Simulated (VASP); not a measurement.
# Hf2N (Pnnm) in VASP: single point with PBEsol

Aim: the single point of Hf2N with PBEsol.

Everything below comes from runs of VASP 6.6.1. Logs are shortened: lines on timing, memory, paths and dates and some standing lists are left out, and cuts for length are marked.

## 1. The cell of the first run

The structure is orthorhombic, space group Pnnm (No. 58). The conventional cell has a = 5.296 Å, b = 5.296 Å, c = 3.227 Å, α = 90.00°, β = 90.00°, γ = 90.00°. Hf (site symmetry m) has 3 N at 2.21 to 2.23 Å within 2.9 Å. Within 2.9 Å of N (site symmetry 2/m) lie 6 Hf at 2.21 to 2.23 Å.

## 2. Single point, PBEsol

Input file INCAR:

```
SYSTEM = Hf2N
PREC = Accurate
ENCUT = 520
EDIFF = 1E-6
ISMEAR = 0
SIGMA = 0.15
LREAL = .FALSE.
LASPH = .TRUE.
NELM = 80
ALGO = Normal
ISIF = 2
LWAVE = .FALSE.
LCHARG = .FALSE.
GGA = PS
NBANDS = 34
```

Input file KPOINTS:

```
regular mesh
0
G
  10 10 14
  0 0 0
```

Input file POSCAR:

```
Hf2N
1.0
    5.2955389246      0.0000000000      0.0000000000
    0.0000000000      5.2955389246      0.0000000000
    0.0000000000      0.0000000000      3.2274489833
Hf N
4 2
Direct
    0.3021397402      0.2887868636      0.0000000000
    0.6978602598      0.7112131364      0.0000000000
    0.8021397402      0.2112131364      0.5000000000
    0.1978602598      0.7887868636      0.5000000000
    0.0000000000      0.0000000000      0.0000000000
    0.5000000000      0.5000000000      0.5000000000
```

Potentials or basis: VASP PAW PBE potentials, release 64 (Hf_pv, N).

Run with:

```
$ cat potpaw_PBE.64/Hf_pv/POTCAR potpaw_PBE.64/N/POTCAR > POTCAR
$ mpirun -np 1 vasp_std > vasp.out
```

OUTCAR:

```text
SYSTEM = Hf2N
   PREC = Accurate
   ENCUT = 520
   EDIFF = 1E-6
   ISMEAR = 0
   LREAL = .FALSE.
   LASPH = .TRUE.
   NELM = 80
   ISIF = 2
   GGA = PS

 ion  position               nearest neighbor table
   1  0.302  0.289  0.000-   5 2.21   6 2.23   6 2.23   2 3.07   3 3.13   3 3.13   3 3.13   3 3.13
                             4 3.15   4 3.15   4 3.15   4 3.15   2 3.71
   2  0.698  0.711  0.000-   5 2.21   6 2.23   6 2.23   1 3.07   4 3.13   4 3.13   4 3.13   4 3.13
                             3 3.15   3 3.15   3 3.15   3 3.15   1 3.71
   3  0.802  0.211  0.500-   6 2.21   5 2.23   5 2.23   4 3.07   1 3.13   1 3.13   1 3.13   1 3.13
                             2 3.15   2 3.15   2 3.15   2 3.15   4 3.71
   4  0.198  0.789  0.500-   6 2.21   5 2.23   5 2.23   3 3.07   2 3.13   2 3.13   2 3.13   2 3.13
                             1 3.15   1 3.15   1 3.15   1 3.15   3 3.71
   5  0.000  0.000  0.000-   1 2.21   2 2.21   3 2.23   4 2.23   3 2.23   4 2.23
   6  0.500  0.500  0.500-   3 2.21   4 2.21   1 2.23   2 2.23   1 2.23   2 2.23

  LATTYP: Found a simple tetragonal cell.
 ALAT       =     5.2955389246
 C/A-ratio  =     0.6094656331

  Lattice vectors:

 A1 = (   5.2955389246,   0.0000000000,   0.0000000000)
 A2 = (   0.0000000000,   5.2955389246,   0.0000000000)
 A3 = (   0.0000000000,   0.0000000000,   3.2274489833)

Analysis of symmetry for initial positions (statically):
=====================================================================
 Subroutine PRICEL returns:
 Original cell was already a primitive cell.

 Routine SETGRP: Setting up the symmetry group for a
 simple tetragonal supercell.

 Subroutine GETGRP returns: Found  8 space group operations
 (whereof  4 operations were pure point group operations)
 out of a pool of 16 trial point group operations.

The static configuration has the point symmetry C_2h.
 The point group associated with its full space group is D_2h.

Analysis of symmetry for dynamics (positions and initial velocities):
=====================================================================
 Subroutine PRICEL returns:
 Original cell was already a primitive cell.

 Routine SETGRP: Setting up the symmetry group for a
 simple tetragonal supercell.

 Subroutine GETGRP returns: Found  8 space group operations
 (whereof  4 operations were pure point group operations)
 out of a pool of 16 trial point group operations.

The dynamic configuration has the point symmetry C_2h.
 The point group associated with its full space group is D_2h.

 Subroutine INISYM returns: Found  8 space group operations
 (whereof  4 operations are pure point group operations),
 and found     1 'primitive' translations

----------------------------------------------------------------------------------------

                                     Primitive cell

  volume of cell :      90.5065

  direct lattice vectors                    reciprocal lattice vectors
     5.295538925  0.000000000  0.000000000     0.188838193  0.000000000  0.000000000
     0.000000000  5.295538925  0.000000000     0.000000000  0.188838193  0.000000000
     0.000000000  0.000000000  3.227448983     0.000000000  0.000000000  0.309842233

  length of vectors
     5.295538925  5.295538925  3.227448983     0.188838193  0.188838193  0.309842233

  position of ions in fractional coordinates (direct lattice)
     0.302139740  0.288786864  0.000000000
     0.697860260  0.711213136  0.000000000
     0.802139740  0.211213136  0.500000000
     0.197860260  0.788786864  0.500000000
     0.000000000  0.000000000  0.000000000
     0.500000000  0.500000000  0.500000000

  ion indices of the primitive-cell ions
   primitive index   ion index
                 1           1
                 2           2
                 3           3
                 4           4
                 5           5
                 6           6

----------------------------------------------------------------------------------------

 KPOINTS: regular mesh

Automatic generation of k-mesh.
 Grid dimensions read from file:
 generate k-points for:   10   10   14

 Generating k-lattice:

  Cartesian coordinates                     Fractional coordinates (reciprocal lattice)
     0.018883819  0.000000000  0.000000000     0.100000000  0.000000000  0.000000000
     0.000000000  0.018883819  0.000000000     0.000000000  0.100000000  0.000000000
     0.000000000  0.000000000  0.022131588     0.000000000  0.000000000  0.071428571

  Length of vectors
     0.018883819  0.018883819  0.022131588

  Shift w.r.t. Gamma in fractional coordinates (k-lattice)
     0.000000000  0.000000000  0.000000000

 Subroutine IBZKPT returns following result:
 ===========================================

 Found    288 irreducible k-points:

 Following reciprocal coordinates:
            Coordinates               Weight
  0.000000  0.000000  0.000000      1.000000
  0.100000  0.000000  0.000000      2.000000
  0.000000  0.100000  0.000000      2.000000
  0.200000  0.000000  0.000000      2.000000
  0.000000  0.200000  0.000000      2.000000
  0.300000  0.000000  0.000000      2.000000
[... 16 lines left out ...]
 -0.200000  0.300000  0.000000      4.000000
  0.400000  0.200000  0.000000      4.000000
 [... further k-points ...]
   k-points           NKPTS =    288   k-points in BZ     NKDIM =    288   number of bands    NBANDS=     34
   number of dos      NEDOS =    301   number of ions     NIONS =      6
   total plane-waves  NPLWV =  38400
   dimension x,y,z NGX =    40 NGY =   40 NGZ =   24
   dimension x,y,z NGXF=    80 NGYF=   80 NGZF=   48
   ions per type =               4   2
   NGX,Y,Z   is equivalent  to a cutoff of  12.56, 12.56, 12.36 a.u.
   NGXF,Y,Z  is equivalent  to a cutoff of  25.11, 25.11, 24.72 a.u.
 SYSTEM =  Hf2N
   PREC   = accura    normal or accurate (medium, high low for compatibility)
   ISTART =      0    job   : 0-new  1-cont  2-samecut
   ICHARG =      2    charge: 1-file 2-atom 10-const
   ISPIN  =      1    spin polarized calculation?
   LNONCOLLINEAR =      F non collinear calculations
   LSORBIT =      F    spin-orbit coupling
   LASPH  =      T    aspherical Exc in radial PAW
   ENCUT  =  520.0 eV  38.22 Ry    6.18 a.u.   9.85  9.85  6.00*2*pi/ulx,y,z
   NELM   =     80;   NELMIN=  2; NELMDL= -5     # of ELM steps
   EDIFF  = 0.1E-05   stopping-criterion for ELM
   LREAL  =      F    real-space projection
   EDIFFG = 0.1E-04   stopping-criterion for IOM
   NSW    =      0    number of steps for IOM
   IBRION =     -1    ionic relax: 0-MD 1-quasi-New 2-CG
   NFREE  =      0    steps in history (QN), initial steepest desc. (CG)
   ISIF   =      2    stress and relaxation
   ISYM   =      2    0-nonsym 1-usesym 2-fastsym
   POTIM  = 0.5000    time-step for ionic-motion
   TEBEG  =    0.0;   TEEND  =   0.0 temperature during run
   PSTRESS=    0.0 pullay stress
   NELECT =      50.0000    total number of electrons
   NUPDOWN=      -1.0000    fix difference up-down
   EMIN   =  10.00;   EMAX   =-10.00  energy-range for DOS
   EFERMI =   0.00;   METHOD = LEGACY
   ISMEAR =     0;   SIGMA  =   0.15  broadening in eV -4-tet -1-fermi 0-gaus
   EFERMI_NEDOS =   21; number of points for ismear=-14 and -15
   IALGO  =     38    algorithm
   IMIX   =      4    mixing-type and parameters
     AMIX     =   0.40;   BMIX     =  1.00
     AMIX_MAG =   1.60;   BMIX_MAG =  1.00
  volume/ion in A,a.u.               =      15.08       101.79
  Fermi-wavevector in a.u.,A,eV,Ry     =   1.343296  2.538461 24.550939  1.804443
  Thomas-Fermi vector in A             =   2.471381
   LORBIT       =      0    0 simple, 1 ext, 2 COOP (PROOUT), +10 PAW based schemes
   GGA     = PS    functional components
   LHFCALC =     F    Hartree Fock is set to
   AEXX    =    0.0000 exact exchange contribution
   IVDW    =     0    specifies the selected vdW correction
   LEPSILON=     F    determine dielectric tensor
   LRPA    =     F    only Hartree local field effects (RPA)
 non-spin polarized calculation
 Gauss-broadening in eV      SIGMA  =   0.15
  energy-cutoff  :      520.00
  volume of cell :       90.51
 maximum number of plane-waves:      2468
   NGX = 19   NGY = 19   NGZ = 13

 number of electron      49.9999991 magnetization

 Free energy of the ion-electron system (eV)
  ---------------------------------------------------
  ext. energy  EPLUGINS =         0.00000000
  ---------------------------------------------------
  free energy    TOTEN  =       -67.50839376 eV

  energy without entropy =      -67.47960047  energy(sigma->0) =      -67.49399712

 E-fermi :   5.8742     XC(G=0): -12.1604

 val. band max:        5.8711860460   @ k =   0.1000   0.1000   0.1429
 cond. band min:       5.8759486616   @ k =   0.3000   0.2000   0.2857
 fundamental gap:      0.0047626156
 Fermi energy:         5.8741709243

 k-point     1 :       0.0000    0.0000    0.0000
  band No.  band energies     occupation
      1     -25.2537      2.00000
      2     -24.7375      2.00000
      3     -24.6949      2.00000
      4     -24.6497      2.00000
      5     -24.4379      2.00000
      6     -24.2874      2.00000
[... 26 lines left out ...]
     33       9.0063      0.00000
     34       9.3752      0.00000

 k-point     2 :       0.1000    0.0000    0.0000
  band No.  band energies     occupation
      1     -25.2384      2.00000
      2     -24.7336      2.00000
      3     -24.6726      2.00000
      4     -24.6677      2.00000
      5     -24.4322      2.00000
      6     -24.2829      2.00000
[... 26 lines left out ...]
     33       9.2597      0.00000
     34       9.3636      0.00000

 k-point     3 :       0.0000    0.1000    0.0000
  band No.  band energies     occupation
      1     -25.2395      2.00000
      2     -24.7344      2.00000
      3     -24.7118      2.00000
      4     -24.6286      2.00000
      5     -24.4325      2.00000
      6     -24.2845      2.00000
[... 26 lines left out ...]
     33       8.9662      0.00000
     34       9.5383      0.00000
[... 704 lines left out ...]
 k-point    23 :      -0.2000    0.3000    0.0000
  band No.  band energies     occupation
      1     -25.0813      2.00000
      2     -24.7846      2.00000
      3     -24.6633      2.00000
      4     -24.5164      2.00000
      5     -24.3714      2.00000
      6     -24.2942      2.00000
[... 26 lines left out ...]
     33       9.9075      0.00000
     34      10.2555      0.00000

 k-point    24 :       0.4000    0.2000    0.0000
  band No.  band energies     occupation
      1     -24.9972      2.00000
      2     -24.8327      2.00000
      3     -24.5847      2.00000
      4     -24.4669      2.00000
      5     -24.3720      2.00000
      6     -24.3379      2.00000
[... 26 lines left out ...]
     33       9.6968      0.00000
     34       9.9641      0.00000

 [... further k-points ...]

------------------------ aborting loop because EDIFF is reached ----------------------------------------

  FORCE on cell =-STRESS in cart. coord.  units (eV):
  Direction    XX          YY          ZZ          XY          YZ          ZX
  --------------------------------------------------------------------------------------
  -------------------------------------------------------------------------------------
  Total        0.1875044     -1.2243304     -0.7058244      0.0000000      0.0000000      0.0000000
  in kB        3.3192679    -21.6735230    -12.4947490      0.0000000      0.0000000      0.0000000
  external PRESSURE =     -10.2830014 kB  Pullay stress =       0.0000000 kB

 VOLUME and BASIS-vectors are now :
 -----------------------------------------------------------------------------
  energy-cutoff  :      520.00
  volume of cell :       90.51
      direct lattice vectors                 reciprocal lattice vectors
     5.295538925  0.000000000  0.000000000     0.188838193  0.000000000  0.000000000
     0.000000000  5.295538925  0.000000000     0.000000000  0.188838193  0.000000000
     0.000000000  0.000000000  3.227448983     0.000000000  0.000000000  0.309842233

 POSITION                                       TOTAL-FORCE (eV/Angst)
 -----------------------------------------------------------------------------------
      1.59999      1.52928      0.00000        -0.011009      0.017436      0.000000
      3.69555      3.76626      0.00000         0.011009     -0.017436      0.000000
      4.24776      1.11849      1.61372        -0.011009     -0.017436      0.000000
      1.04778      4.17705      1.61372         0.011009      0.017436      0.000000
      0.00000      0.00000      0.00000        -0.000000      0.000000      0.000000
      2.64777      2.64777      1.61372        -0.000000      0.000000      0.000000
 -----------------------------------------------------------------------------------
    total drift:                                0.000000     -0.000000      0.000000

  FREE ENERGIE OF THE ION-ELECTRON SYSTEM (eV)
  ---------------------------------------------------
  free  energy   TOTEN  =       -67.5083937632 eV

  energy  without entropy=      -67.4796004669  energy(sigma->0) =      -67.49399712
```

Wall time 6.6 min (1 thread of Intel Xeon 6975P-C (Granite Rapids), shared host); peak memory 0.7 GiB.

Results:

```
Free energy            : -67.5084 eV
Pressure               : -1.0 GPa
Largest force          : 0.021 eV/Å
Band gap on the k mesh : zero (bands 25 and 26 overlap by 2.74 eV)
```

Forces on the atoms (eV/Å):
```
Hf  -0.011  0.017  0.000
Hf   0.011 -0.017  0.000
Hf  -0.011 -0.017  0.000
Hf   0.011  0.017  0.000
N    0.000  0.000  0.000
N    0.000  0.000  0.000
```

Stress tensor (GPa, compression positive):
```
 0.33  0.00  0.00
 0.00 -2.17  0.00
 0.00  0.00 -1.25
```

Caveat: the PAW data sets were made with another functional, which shifts forces and pressure a little; spin-orbit coupling is left out, which moves the levels of the heavy elements.
